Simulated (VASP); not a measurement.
Set up this calculation in VASP 6.6.1, as the native input.

- Task: single point
- Functional: PBE
- Potentials or basis: VASP PAW PBE potentials, release 64 (Pb_d, S)
- Cutoff: 520 eV
- k mesh: 8 × 8 × 8
- Occupations: gaussian, width 0.024 eV
- Spin: no spin polarisation
- Dipole correction: no
- Further INCAR settings: ALGO = Normal; EDIFF = 1e-07; NBANDS = 17

The structure of PbS (Galena) lies in POSCAR:

```
PbS
1.0
    0.0000000000      2.9657500000      2.9657500000
    2.9657500000      0.0000000000      2.9657500000
    2.9657500000      2.9657500000      0.0000000000
Pb S
1 1
Direct
    0.0000000000      0.0000000000      0.0000000000
    0.5000000000      0.5000000000      0.5000000000
```

The input as run:

INCAR

```
  PREC = Accurate
  ENCUT = 520
  EDIFF = 1E-7
  ISMEAR = 0
  SIGMA = 0.024
  LREAL = False
  LASPH = True
  NELM = 80
  ALGO = Normal
  ISIF = 2
  LWAVE = False
  LCHARG = False
  GGA = PE
  NBANDS = 17
```

KPOINTS

```
Automatic mesh
0
Gamma
  8 8 8
```

Potentials or basis: VASP PAW PBE potentials, release 64 (Pb_d, S).

Launch:

```sh
$ cat potpaw_PBE.64/Pb_d/POTCAR potpaw_PBE.64/S/POTCAR > POTCAR
$ mpirun -np 1 vasp_std > vasp.out
```

Results of the run:

- Pressure: 2.2 GPa
- Band gap on the k mesh: 0.36 eV, direct

Caveat: spin-orbit coupling is left out, which moves the levels of the heavy elements.

It took 36 s on 1 thread of Intel Xeon 8259CL (shared host), peak memory 0.18 GiB.
